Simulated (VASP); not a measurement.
# MnPt2: single point with LDA

The system is MnPt2.

```
Pt Mn
1.0
     2.83922    0.00000    0.00000
    -1.41961    2.45884    0.00000
     0.00000    0.00000    6.48866
Pt Mn
2 1
Direct
  0.66667 0.33333 0.31621
  0.33333 0.66667 0.68379
  0.00000 0.00000 0.00000
```

```
Program                : VASP 6.6.1
Task                   : single point
Functional             : LDA
Potentials or basis    : VASP PAW LDA potentials, release 64 (Pt, Mn_pv)
Cutoff                 : 520 eV
k mesh                 : 11 × 11 × 4
Occupations            : fermi-dirac, width 0.05 eV
Spin                   : collinear spin, ferromagnetic start
Starting moments       : [0.0, 0.0, 4.0] μB
Dipole correction      : no
Further INCAR settings : ALGO = Fast; EDIFF = 1e-07; NBANDS = 28
```

| Item | Value |
| --- | --- |
| Pressure | -13.3 GPa |
| Largest force | 0.065 eV/Å |
| Net moment | 4.04 μB per cell |
| Site moments | Pt +0.23; Mn +3.39 μB |
| Valence electrons inside the program's atomic spheres | Pt 9.26; Mn 11.61 |

Forces on the atoms (eV/Å):
```
Pt   0.000  0.000 -0.065
Pt   0.000  0.000  0.065
Mn   0.000  0.000  0.000
```

Stress tensor (GPa, compression positive):
```
-14.60   0.00   0.00
  0.00 -14.60   0.00
  0.00   0.00 -10.61
```

Levels at points of the mesh, in eV from the Fermi level:
Spin up:
```
           k point  band 14  band 15  band 16  band 17  band 18  band 19  band 20  band 21  band 22  band 23
(0.00, 0.00, 0.00)    -2.63    -1.94    -1.33    -1.33    -1.09    -1.09    -0.61    -0.61    10.27    11.43
(0.00, 0.00, 0.50)    -2.32    -1.80    -1.80    -1.46    -1.46     0.03     0.03     0.27     6.35    14.32
```
Spin down:
| k point | band 12 | band 13 | band 14 | band 15 | band 16 | band 17 | band 18 | band 19 |
| --- | --- | --- | --- | --- | --- | --- | --- | --- |
| (0.00, 0.00, 0.00) | -2.36 | -1.97 | -1.97 | -0.96 | -0.96 | 0.39 | 1.07 | 1.07 |
| (0.00, 0.00, 0.50) | -1.65 | -1.65 | -1.52 | -1.52 | -0.04 | 0.57 | 1.11 | 1.11 |

Wall time 4.5 min on 1 thread of Intel Xeon 8259CL, on a shared host, peak memory 0.24 GiB.

Caveat: the cell stands under tension; spin-orbit coupling is left out, which moves the levels of the heavy elements.
